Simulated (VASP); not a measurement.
Write the native input for VASP 6.6.1 that does the following.

| Property | Result |
| --- | --- |
| Task | single point |
| Functional | LDA |
| Potentials or basis | VASP PAW LDA potentials, release 64 (Ta_pv, N) |
| Cutoff | 520 eV |
| k mesh | 10 × 10 × 10 |
| Occupations | fermi-dirac, width 0.05 eV |
| Spin | no spin polarisation |
| Dipole correction | no |
| Further INCAR settings | ALGO = Normal; EDIFF = 1e-06; NBANDS = 15 |

The structure of TaN lies in POSCAR:

```
TaN
1.0
    0.0000000000      2.1814365931      2.1814365931
    2.1814365931      0.0000000000      2.1814365931
    2.1814365931      2.1814365931      0.0000000000
Ta N
1 1
Direct
    0.5000000000      0.5000000000      0.5000000000
    0.0000000000      0.0000000000      0.0000000000
```

The input as run:

INCAR

```
SYSTEM = TaN
ALGO     = Normal         ! electronic algorithm
EDIFF    = 1E-6           ! SCF threshold, eV
ENCUT    = 520            ! plane-wave cutoff, eV
ISIF     = 2              ! what is computed and relaxed
ISMEAR   = -1             ! smearing method
LASPH    = .TRUE.         ! aspherical terms in the spheres
LCHARG   = .FALSE.        ! write CHGCAR
LREAL    = .FALSE.        ! projectors in reciprocal space
LWAVE    = .FALSE.        ! write WAVECAR
NBANDS   = 15             ! bands
NELM     = 80             ! most SCF steps
PREC     = Accurate       ! precision mode
SIGMA    = 0.05           ! smearing width, eV
```

KPOINTS

```
k-points
0
G
  10 10 10
  0 0 0
```

Potentials or basis: VASP PAW LDA potentials, release 64 (Ta_pv, N).

Run with:

```bash
$ cat potpaw_LDA.64/Ta_pv/POTCAR potpaw_LDA.64/N/POTCAR > POTCAR
$ mpirun -np 1 vasp_std > vasp.out
```

It gave:

```
Pressure               : -1.8 GPa
Band gap on the k mesh : zero (band 8 reaches 11.62 eV, above the bottom of band 9 at 7.47 eV)
```

Caveat: spin-orbit coupling is left out, which moves the levels of the heavy elements.

Run time: 6.1 s on 1 thread of Intel(R) Xeon(R) Platinum 8488C (Sapphire Rapids), with other jobs on the host, peak memory 0.14 GiB.
